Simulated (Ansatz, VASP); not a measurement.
**Au in VASP and in Ansatz**

```xyz
1
Lattice="-1.7039 1.7039 1.7039 1.7039 -1.7039 1.7039 1.7039 1.7039 -1.7039" Properties=species:S:1:pos:R:3 pbc="T T T"
Au    0.0000    0.0000    0.0000
```

Alike in both runs: task single point; functional PBE; k mesh 18 × 18 × 18; occupations gaussian, width 0.1 eV; no spin polarisation.

|  | VASP | Ansatz |
| --- | --- | --- |
| version | VASP 6.6.1 | Ansatz 0.2.0 |
| potentials or method | VASP PAW PBE potentials, release 64 (Au), cutoff 520 eV | scalar-relativistic, plane waves, PAW |
| valence electrons in the cell | 11 | 19 |

Ansatz gave:

| Item | Value |
| --- | --- |
| gap on the k mesh at the Fermi level (eV) | none |
| pressure (GPa) | -9.7 |

Question: What did VASP give for the same quantities?

Answer: gap on the k mesh at the Fermi level (eV): none; pressure (GPa): -9.8.

A gap of «none» marks a metal or a gap that the smearing closes. VASP's potentials hold 11 valence electrons a cell and Ansatz's 19, so a difference there can come from the potentials and not from the codes.

Spin-orbit coupling is off throughout.
